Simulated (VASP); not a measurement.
Runs of VASP 6.6.1 on H2Se. The structure is that of space group P6/mmm (No. 191), or close to it. The cells are those of the table. 

| task | cell | k mesh | cutoff (eV) | gap on the mesh (eV) | pressure (GPa) |
| --- | --- | --- | --- | --- | --- |
| single point | a = 3.272, b = 3.272, c = 2.846 Å, angles 90.0, 90.0, 120.0°, 3 atoms | 18 × 18 × 18 | 520 | none | -0.1 |
| relaxation of cell and atoms | relaxed from a = 2.642, b = 2.642, c = 7.204 Å, angles 90.0, 90.0, 120.0°, 3 atoms | 18 × 18 × 8 | 600 | none | 0.0 |
| relaxation of cell and atoms | relaxed from a = 2.662, b = 2.662, c = 6.239 Å, angles 90.0, 90.0, 120.0°, 3 atoms | 18 × 18 × 8 | 600 | none | 0.0 |
| single point | a = 3.554, b = 3.554, c = 2.541 Å, angles 90.0, 90.0, 120.0°, 3 atoms | 6 × 6 × 6 | 520 | none | 0.0 |
| single point | a = 2.642, b = 2.642, c = 7.204 Å, angles 90.0, 90.0, 120.0°, 3 atoms | 18 × 18 × 8 | 520 | none | 0.0 |
| single point | a = 2.662, b = 2.662, c = 6.239 Å, angles 90.0, 90.0, 120.0°, 3 atoms | 6 × 6 × 4 | 520 | none | (a) |

Alike in all rows: level PBE; potentials or basis VASP PAW PBE potentials, release 64 (H, Se); no spin polarisation; smearing gaussian 0.1 eV.

Question: Fill in the values left out.

Answer: (a) 0.1.

Caveats: some runs use coarse meshes; this functional lacks dispersion, which binds the layers, so the pressure and a relaxed spacing across them are unreliable (at least some runs); the relaxation stopped at its first step, so nothing moved (at least some runs).

A k mesh can miss the band edges, and the runs leave out spin-orbit coupling on Se.

A gap of «none» marks levels without a gap at the run's occupations.
